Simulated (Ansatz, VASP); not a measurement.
**InP in VASP and in Ansatz**

INCAR

```
PREC = Accurate
ENCUT = 520
EDIFF = 1E-6
ISMEAR = 0
SIGMA = 0.05
LREAL = False
LASPH = True
NELM = 100
ALGO = Normal
ISIF = 2
LWAVE = False
LCHARG = True
GGA = CA
LELF = True
LVHAR = True
NBANDS = 16
```

Contents of KPOINTS:

```
Automatic mesh
0
Gamma
  12 12 12
```

POSCAR

```
InP
1.0
    0.0000000000      2.7979340262      2.9730464629
    2.9730464629      0.0000000000      2.9730464629
    2.9730464629      2.7979340262      0.0000000000
In P
1 1
Direct
    0.0000000000      0.0000000000      0.0000000000
    0.7500000000      0.7500000000      0.7500000000
```

Input for Ansatz:

```yaml
crystal:
  lattice:
    - [0.0, 2.7979340262, 2.9730464629]
    - [2.9730464629, 0.0, 2.9730464629]
    - [2.9730464629, 2.7979340262, 0.0]
  atoms:
    - { symbol: In, position: [0.0, 0.0, 0.0] }
    - { symbol: P, position: [0.75, 0.75, 0.75] }
basis:
  ecutwfc: 420
kpoints:
  mp_grid: { grid: [12, 12, 12] }
hamiltonian:
  xc: lda
  pseudopotentials: { kind: paw, azcp: { folder: soft_1 } }
scf:
  occupations: { method: gaussian, width: 0.05 }
output:
  forces: true
  stress: true
  eigenvalues: true
```

Alike in both runs: task single point; functional LDA; k mesh 12 × 12 × 12; occupations gaussian, width 0.05 eV; no spin polarisation.

```csv
,VASP,Ansatz
version,VASP 6.6.1,Ansatz 0.2.0
potentials or method,"VASP PAW LDA potentials, release 64 (In_d, P), cutoff 520 eV","scalar-relativistic, plane waves, PAW"
valence electrons in the cell,18,18
```

Ansatz gave:

```
gap on the k mesh at the Fermi level (eV)                     : 0.38
least direct gap on the mesh (eV)                             : 0.38
pressure (GPa)                                                : -0.1
traceless stress, the component that is largest in VASP (GPa) : 1.57
```

**Question.** What did VASP give for the same quantities?

**Answer.** gap on the k mesh at the Fermi level (eV): 0.42; least direct gap on the mesh (eV): 0.42; pressure (GPa): -0.1; traceless stress, the component that is largest in VASP (GPa): 1.57.

Ansatz warns that its potentials were made for another functional, while VASP's fit it. LDA's correlation is that of Perdew and Zunger in VASP and of Perdew and Wang (1992) in Ansatz.
